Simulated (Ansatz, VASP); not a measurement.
# Ge: VASP beside Ansatz

```
Ge
1.0
     6.51822    0.00000    0.00000
     0.00000    6.51822    0.00000
     0.00000    0.00000    4.40234
Ge
8
Direct
  0.31381 0.93120 0.50000
  0.68619 0.93120 0.00000
  0.68619 0.06880 0.50000
  0.93120 0.68619 0.00000
  0.93120 0.31381 0.50000
  0.31381 0.06880 0.00000
  0.06880 0.31381 0.00000
  0.06880 0.68619 0.50000
```

Alike in both runs: task relaxation of cell and atoms; functional PBE; k mesh 4 × 4 × 4; occupations gaussian, width 0.1 eV; no spin polarisation.

|  | VASP | Ansatz |
| --- | --- | --- |
| version | VASP 6.6.1 | Ansatz 0.2.0 |
| potentials or method | VASP PAW PBE potentials, release 64 (Ge_d), cutoff 600 eV | scalar-relativistic, plane waves, PAW |
| valence electrons in the cell | 112 | 112 |

Ansatz gave:

```
gap on the k mesh at the Fermi level, each at its own relaxed structure (eV) : none
relaxed volume (Å³/atom)                                                     : 27.22
relaxed cell length with the largest relative difference (Å)                 : 6.157
```

Problem. Which values does VASP return?

Solution. gap on the k mesh at the Fermi level, each at its own relaxed structure (eV): none; relaxed volume (Å³/atom): 27.16; relaxed cell length with the largest relative difference (Å): 6.149.

A gap of «none» marks a metal or a gap that the smearing closes.

Noted on VASP's run: the volume moved by over 15 % at a fixed basis, so the end points are rough.
